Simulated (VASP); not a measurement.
# Pb in VASP: notebook

Runs on Pb. Level: PBEsol. Tasks: single point.

All numbers are computed with VASP 6.6.1; they aren't measurements. Logs are shortened: lines on timing, memory, paths and dates and some standing lists are left out, and cuts for length are marked.

### 1 The cell of the first run

The cell holds a wire or tube with vacuum around it, 4 atoms: a = 12.300 Å, b = 9.300 Å, c = 6.024 Å, α = 90.00°, β = 90.00°, γ = 90.00°.

### 2 Single point, PBEsol, collinear spin

The input, INCAR:

```
SYSTEM = Pb
PREC     = Accurate       ! precision mode
ENCUT    = 400            ! plane-wave cutoff, eV
EDIFF    = 1E-6           ! SCF threshold, eV
ISMEAR   = 0              ! smearing method
SIGMA    = 0.05           ! smearing width, eV
LREAL    = .False.        ! projectors in reciprocal space
LASPH    = .True.         ! aspherical terms in the spheres
NELM     = 200            ! most SCF steps
ALGO     = Normal         ! electronic algorithm
ISIF     = 2              ! what is computed and relaxed
LWAVE    = .False.        ! write WAVECAR
LCHARG   = .False.        ! write CHGCAR
ISPIN    = 2              ! spin polarisation
MAGMOM   = 0.5 0.5 0.5 0.5 ! initial moments
LORBIT   = 11             ! projections on sites
GGA      = PS             ! functional
NBANDS   = 40             ! bands
GGA_COMPAT= .False.
```

The input, KPOINTS:

```
Automatic mesh
0
Gamma
  1 1 11
  0 0 0
```

The input, POSCAR:

```
Pb
1.0
   12.3000000000      0.0000000000      0.0000000000
    0.0000000000      9.3000000000      0.0000000000
    0.0000000000      0.0000000000      6.0243708871
Pb
4
Direct
    0.3796393587      0.5000000000      0.0000000000
    0.3796393587      0.5000000000      0.5000000000
    0.6203606413      0.5000000000      0.0000000000
    0.6203606413      0.5000000000      0.5000000000
```

Potentials or basis: VASP PAW PBE potentials, release 64 (Pb_d).

The run is started by

```
cat potpaw_PBE.64/Pb_d/POTCAR > POTCAR
mpirun -np 1 vasp_std > vasp.out
```

OUTCAR:

```text
SYSTEM = Pb
   PREC = Accurate
   ENCUT = 400
   EDIFF = 1E-6
   ISMEAR = 0
   LREAL = .False.
   LASPH = .True.
   NELM = 200
   ISIF = 2
   ISPIN = 2
   LORBIT = 11
   GGA = PS

 ion  position               nearest neighbor table
   1  0.380  0.500  0.000-   3 2.96   2 3.01   2 3.01
   2  0.380  0.500  0.500-   4 2.96   1 3.01   1 3.01
   3  0.620  0.500  0.000-   1 2.96   4 3.01   4 3.01
   4  0.620  0.500  0.500-   2 2.96   3 3.01   3 3.01

  LATTYP: Found a simple orthorhombic cell.
 ALAT       =     6.0243708871
 B/A-ratio  =     1.5437296565
 C/A-ratio  =     2.0417069650

  Lattice vectors:

 A1 = (   0.0000000000,   0.0000000000,  -6.0243708871)
 A2 = (   0.0000000000,   9.3000000000,   0.0000000000)
 A3 = (  12.3000000000,   0.0000000000,   0.0000000000)

Analysis of symmetry for initial positions (statically):
=====================================================================
 Subroutine PRICEL returns following result:

  LATTYP: Found a simple orthorhombic cell.
 ALAT       =     3.0121854435
 B/A-ratio  =     3.0874593129
 C/A-ratio  =     4.0834139300
[... 12 lines left out ...]
 Subroutine GETGRP returns: Found  8 space group operations
 (whereof  8 operations were pure point group operations)
 out of a pool of  8 trial point group operations.

The static configuration has the point symmetry D_2h.

Analysis of symmetry for dynamics (positions and initial velocities):
=====================================================================
 Subroutine PRICEL returns following result:

  LATTYP: Found a simple orthorhombic cell.
 ALAT       =     3.0121854435
 B/A-ratio  =     3.0874593129
 C/A-ratio  =     4.0834139300
[... 12 lines left out ...]
 Subroutine GETGRP returns: Found  8 space group operations
 (whereof  8 operations were pure point group operations)
 out of a pool of  8 trial point group operations.

The dynamic configuration has the point symmetry D_2h.

Analysis of structural, dynamic, and magnetic symmetry:
=====================================================================
 Subroutine PRICEL returns following result:

  LATTYP: Found a simple orthorhombic cell.
 ALAT       =     3.0121854435
 B/A-ratio  =     3.0874593129
 C/A-ratio  =     4.0834139300
[... 12 lines left out ...]
 Subroutine GETGRP returns: Found  8 space group operations
 (whereof  8 operations were pure point group operations)
 out of a pool of  8 trial point group operations.

The overall configuration has the point symmetry D_2h.

 Subroutine INISYM returns: Found  8 space group operations
 (whereof  8 operations are pure point group operations),
 and found     2 'primitive' translations
[... 102 lines left out ...]
   LHFCALC =     F    Hartree Fock is set to
   AEXX    =    0.0000 exact exchange contribution
   IVDW    =     0    specifies the selected vdW correction
   LEPSILON=     F    determine dielectric tensor
   LRPA    =     F    only Hartree local field effects (RPA)
 spin polarized calculation
 Gauss-broadening in eV      SIGMA  =   0.05
  energy-cutoff  :      400.00
  volume of cell :      689.13
 maximum number of plane-waves:     12536
   NGX = 41   NGY = 31   NGZ = 19

 number of electron      56.0000010 magnetization       0.0084696

 Free energy of the ion-electron system (eV)
  ---------------------------------------------------
  ext. energy  EPLUGINS =         0.00000000
  ---------------------------------------------------
  free energy    TOTEN  =       -12.07197886 eV

  energy without entropy =      -12.06417688  energy(sigma->0) =      -12.06807787

 E-fermi :  -1.9049     XC(G=0):  -3.0248

 val. band max:       -1.9139481787   @ k =   0.0000   0.0000   0.0909
 cond. band min:      -1.7973702393   @ k =   0.0000   0.0000   0.1818
 fundamental gap:      0.1165779394
 Fermi energy:        -1.9048754407

 spin component 1

 k-point     1 :       0.0000    0.0000    0.0000
  band No.  band energies     occupation
      1     -19.4279      1.00000
      2     -19.3203      1.00000
      3     -19.1232      1.00000
      4     -19.1220      1.00000
      5     -19.1155      1.00000
      6     -19.0573      1.00000
[... 247 lines left out ...]
     39       2.6025      0.00000
     40       2.9656      0.00000
 Fermi energy:        -1.9048754407

 spin component 2

 k-point     1 :       0.0000    0.0000    0.0000
  band No.  band energies     occupation
      1     -19.4278      1.00000
      2     -19.3202      1.00000
      3     -19.1230      1.00000
      4     -19.1220      1.00000
      5     -19.1153      1.00000
      6     -19.0569      1.00000
[... 247 lines left out ...]
     39       2.6042      0.00000
     40       2.9673      0.00000

------------------------ aborting loop because EDIFF is reached ----------------------------------------

  FORCE on cell =-STRESS in cart. coord.  units (eV):
  Direction    XX          YY          ZZ          XY          YZ          ZX
  --------------------------------------------------------------------------------------
  -------------------------------------------------------------------------------------
  Total       -0.1194417      0.1273591     -0.1296204      0.0000000      0.0000000      0.0000000
  in kB       -0.2776942      0.2961017     -0.3013591      0.0000000      0.0000000      0.0000000
  external PRESSURE =      -0.0943172 kB  Pullay stress =       0.0000000 kB

 VOLUME and BASIS-vectors are now :
 -----------------------------------------------------------------------------
  energy-cutoff  :      400.00
  volume of cell :      689.13
      direct lattice vectors                 reciprocal lattice vectors
    12.300000000  0.000000000  0.000000000     0.081300813  0.000000000  0.000000000
     0.000000000  9.300000000  0.000000000     0.000000000  0.107526882  0.000000000
     0.000000000  0.000000000  6.024370887     0.000000000  0.000000000  0.165992436

 POSITION                                       TOTAL-FORCE (eV/Angst)
 -----------------------------------------------------------------------------------
      4.66956      4.65000      0.00000        -0.004045      0.000000      0.000000
      4.66956      4.65000      3.01219        -0.004045      0.000000      0.000000
      7.63044      4.65000      0.00000         0.004045     -0.000000     -0.000000
      7.63044      4.65000      3.01219         0.004045     -0.000000     -0.000000
 -----------------------------------------------------------------------------------
    total drift:                               -0.000000     -0.000000     -0.000000

  FREE ENERGIE OF THE ION-ELECTRON SYSTEM (eV)
  ---------------------------------------------------
  free  energy   TOTEN  =       -12.0719788649 eV

  energy  without entropy=      -12.0641768786  energy(sigma->0) =      -12.06807787

 total charge

# of ion       s       p       d       tot
------------------------------------------
    1        1.363   0.811   9.801  11.976
    2        1.363   0.811   9.801  11.976
    3        1.363   0.811   9.801  11.976
    4        1.363   0.811   9.801  11.976
--------------------------------------------------
tot          5.454   3.246  39.205  47.905

 magnetization (x)

# of ion       s       p       d       tot
------------------------------------------
    1        0.000   0.001  -0.000   0.001
    2        0.000   0.001  -0.000   0.001
    3        0.000   0.001  -0.000   0.001
    4        0.000   0.001  -0.000   0.001
--------------------------------------------------
tot          0.000   0.003  -0.000   0.003
```

Run time: 11 min. Hardware: 1 thread of Intel Xeon 8259CL, shared host; peak memory 0.71 GiB.

What came out:

```yaml
Free_energy: -12.0720 eV
Largest_force: 0.004 eV/Å
Band_gap_on_the_k_mesh: zero (filled and empty bands overlap)
Net_moment: 0.01 μB per cell
Valence_electrons_inside_the_program's_atomic_spheres: Pb 11.98
```

Forces on the atoms (eV/Å):
```
Pb  -0.004  0.000  0.000
Pb  -0.004  0.000  0.000
Pb   0.004  0.000  0.000
Pb   0.004  0.000  0.000
```

Caveat: the PAW data sets were made with another functional, which shifts forces and pressure a little; spin-orbit coupling is left out, which moves the levels of the heavy elements.

### 3 Single point, PBEsol, collinear spin

This run uses another cell than the first one.

The input, INCAR:

```
SYSTEM = Pb
PREC = Accurate
ENCUT = 400
EDIFF = 1E-6
ISMEAR = 0
SIGMA = 0.05
LREAL = .False.
LASPH = .True.
NELM = 200
ALGO = Normal
ISIF = 2
LWAVE = .False.
LCHARG = .False.
ISPIN = 2
MAGMOM = 0.5 0.5 0.5 0.5
LORBIT = 11
GGA = PS
NBANDS = 40
GGA_COMPAT = .False.
```

The input, KPOINTS:

```
regular mesh
0
Gamma
  1 1 11
  0 0 0
```

The input, POSCAR:

```
Pb
1.0
   12.3000000000      0.0000000000      0.0000000000
    0.0000000000      9.3000000000      0.0000000000
    0.0000000000      0.0000000000      6.2797212728
Pb
4
Direct
    0.3659815582      0.5000000000      0.0000000000
    0.3659815582      0.5000000000      0.5000000000
    0.6340184418      0.5000000000      0.0000000000
    0.6340184418      0.5000000000      0.5000000000
```

Potentials or basis: VASP PAW PBE potentials, release 64 (Pb_d).

The run is started by

```
cat potpaw_PBE.64/Pb_d/POTCAR > POTCAR
mpirun -np 1 vasp_std > vasp.out
```

OUTCAR:

```text
SYSTEM = Pb
   PREC = Accurate
   ENCUT = 400
   EDIFF = 1E-6
   ISMEAR = 0
   LREAL = .False.
   LASPH = .True.
   NELM = 200
   ISIF = 2
   ISPIN = 2
   LORBIT = 11
   GGA = PS

 ion  position               nearest neighbor table
   1  0.366  0.500  0.000-   2 3.14   2 3.14   3 3.30
   2  0.366  0.500  0.500-   1 3.14   1 3.14   4 3.30
   3  0.634  0.500  0.000-   4 3.14   4 3.14   1 3.30
   4  0.634  0.500  0.500-   3 3.14   3 3.14   2 3.30

  LATTYP: Found a simple orthorhombic cell.
 ALAT       =     6.2797212728
 B/A-ratio  =     1.4809574495
 C/A-ratio  =     1.9586856591

  Lattice vectors:

 A1 = (   0.0000000000,   0.0000000000,  -6.2797212728)
 A2 = (   0.0000000000,   9.3000000000,   0.0000000000)
 A3 = (  12.3000000000,   0.0000000000,   0.0000000000)

Analysis of symmetry for initial positions (statically):
=====================================================================
 Subroutine PRICEL returns following result:

  LATTYP: Found a simple orthorhombic cell.
 ALAT       =     3.1398606364
 B/A-ratio  =     2.9619148991
 C/A-ratio  =     3.9173713181
[... 12 lines left out ...]
 Subroutine GETGRP returns: Found  8 space group operations
 (whereof  8 operations were pure point group operations)
 out of a pool of  8 trial point group operations.

The static configuration has the point symmetry D_2h.

Analysis of symmetry for dynamics (positions and initial velocities):
=====================================================================
 Subroutine PRICEL returns following result:

  LATTYP: Found a simple orthorhombic cell.
 ALAT       =     3.1398606364
 B/A-ratio  =     2.9619148991
 C/A-ratio  =     3.9173713181
[... 12 lines left out ...]
 Subroutine GETGRP returns: Found  8 space group operations
 (whereof  8 operations were pure point group operations)
 out of a pool of  8 trial point group operations.

The dynamic configuration has the point symmetry D_2h.

Analysis of structural, dynamic, and magnetic symmetry:
=====================================================================
[... 152 lines left out ...]

 val. band max:       -2.0599737720   @ k =   0.0000   0.0000   0.1818
 cond. band min:      -2.0081012878   @ k =   0.0000   0.0000   0.3636
 fundamental gap:      0.0518724842
 Fermi energy:        -2.0165445680

 spin component 1

 k-point     1 :       0.0000    0.0000    0.0000
  band No.  band energies     occupation
      1     -19.2796      1.00000
      2     -19.2463      1.00000
      3     -19.0780      1.00000
      4     -19.0659      1.00000
      5     -19.0553      1.00000
      6     -19.0490      1.00000
[... 247 lines left out ...]
     39       2.4505      0.00000
     40       2.7815      0.00000
 Fermi energy:        -2.0165445680

 spin component 2

 k-point     1 :       0.0000    0.0000    0.0000
  band No.  band energies     occupation
      1     -19.2537      1.00000
      2     -19.2169      1.00000
      3     -19.0547      1.00000
      4     -19.0316      1.00000
      5     -19.0300      1.00000
      6     -19.0285      1.00000
[... 247 lines left out ...]
     39       2.5051      0.00000
     40       2.8362      0.00000

------------------------ aborting loop because EDIFF is reached ----------------------------------------

  FORCE on cell =-STRESS in cart. coord.  units (eV):
  Direction    XX          YY          ZZ          XY          YZ          ZX
  --------------------------------------------------------------------------------------
  -------------------------------------------------------------------------------------
  Total       -5.0970088      0.1480330     -5.2778201      0.0000000      0.0000000      0.0000000
  in kB      -11.3683526      0.3301723    -11.7716336      0.0000000      0.0000000      0.0000000
  external PRESSURE =      -7.6032713 kB  Pullay stress =       0.0000000 kB

 VOLUME and BASIS-vectors are now :
 -----------------------------------------------------------------------------
  energy-cutoff  :      400.00
  volume of cell :      718.34
      direct lattice vectors                 reciprocal lattice vectors
    12.300000000  0.000000000  0.000000000     0.081300813  0.000000000  0.000000000
     0.000000000  9.300000000  0.000000000     0.000000000  0.107526882  0.000000000
     0.000000000  0.000000000  6.279721273     0.000000000  0.000000000  0.159242737

 POSITION                                       TOTAL-FORCE (eV/Angst)
 -----------------------------------------------------------------------------------
      4.50157      4.65000      0.00000         0.743726      0.000000      0.000000
      4.50157      4.65000      3.13986         0.743726     -0.000000      0.000000
      7.79843      4.65000      0.00000        -0.743726      0.000000      0.000000
      7.79843      4.65000      3.13986        -0.743726      0.000000      0.000000
 -----------------------------------------------------------------------------------
    total drift:                               -0.000000     -0.000000     -0.000000

  FREE ENERGIE OF THE ION-ELECTRON SYSTEM (eV)
  ---------------------------------------------------
  free  energy   TOTEN  =       -11.6287886277 eV

  energy  without entropy=      -11.6228204603  energy(sigma->0) =      -11.62580454

 total charge

# of ion       s       p       d       tot
------------------------------------------
    1        1.374   0.737   9.797  11.908
    2        1.374   0.737   9.797  11.908
    3        1.374   0.737   9.797  11.908
    4        1.374   0.737   9.797  11.908
--------------------------------------------------
tot          5.496   2.946  39.189  47.631

 magnetization (x)

# of ion       s       p       d       tot
------------------------------------------
    1        0.004   0.073   0.001   0.078
    2        0.004   0.073   0.001   0.078
    3        0.004   0.073   0.001   0.078
    4        0.004   0.073   0.001   0.078
--------------------------------------------------
tot          0.015   0.294   0.003   0.312
```

OSZICAR:

```text
N       E                     dE             d eps       ncg     rms          rms(c)
DAV:   1     0.471196783962E+03    0.47120E+03   -0.20276E+04  1248   0.865E+02
DAV:   2     0.285040583822E+02   -0.44269E+03   -0.43817E+03  1128   0.321E+02
[... 16 lines left out ...]
DAV:  19    -0.116287604178E+02   -0.56201E-04   -0.10012E-05   680   0.670E-03    0.145E-03
DAV:  20    -0.116287774825E+02   -0.17065E-04   -0.25979E-06   736   0.418E-03    0.601E-04
DAV:  21    -0.116287827154E+02   -0.52329E-05   -0.60312E-07   760   0.222E-03    0.395E-04
DAV:  22    -0.116287871362E+02   -0.44208E-05   -0.59388E-07   672   0.183E-03    0.212E-04
DAV:  23    -0.116287883613E+02   -0.12251E-05   -0.21338E-07   656   0.114E-03    0.153E-04
DAV:  24    -0.116287886277E+02   -0.26639E-06   -0.84376E-08   696   0.808E-04
   1 F= -.11628789E+02 E0= -.11625805E+02  d E =-.596817E-02  mag=     0.8649
```

stdout:

```text
POSCAR found type information on POSCAR Pb
 POSCAR found :  1 types and       4 ions
 scaLAPACK will be used
 -----------------------------------------------------------------------------
|                                                                             |
|                                                                             |
|     You enforced a specific xc type in the INCAR file but a different       |
|     I HOPE YOU KNOW WHAT YOU ARE DOING!                                     |
|                                                                             |
 -----------------------------------------------------------------------------

 LDA part: xc-table for (Slater+PW92), standard interpolation
 POSCAR, INCAR and KPOINTS ok, starting setup
 FFT: planning ... GRIDC
 FFT: planning ... GRID_SOFT
 FFT: planning ... GRID
 WAVECAR not read
 entering main loop
```

It took 9.7 min on 1 thread of Intel Xeon 8259CL, shared host; peak memory 0.74 GiB.

Results:

```yaml
Free_energy: -11.6288 eV
Largest_force: 0.744 eV/Å
Net_moment: 0.86 μB per cell
Site_moments: Pb +0.08 μB
Valence_electrons_inside_the_program's_atomic_spheres: Pb 11.91
```

Forces in eV/Å, atoms in the order of the input:
```
Pb   0.744  0.000  0.000
Pb   0.744  0.000  0.000
Pb  -0.744  0.000  0.000
Pb  -0.744  0.000  0.000
```

Caveat: the PAW data sets were made with another functional, which shifts forces and pressure a little; spin-orbit coupling is left out, which moves the levels of the heavy elements.
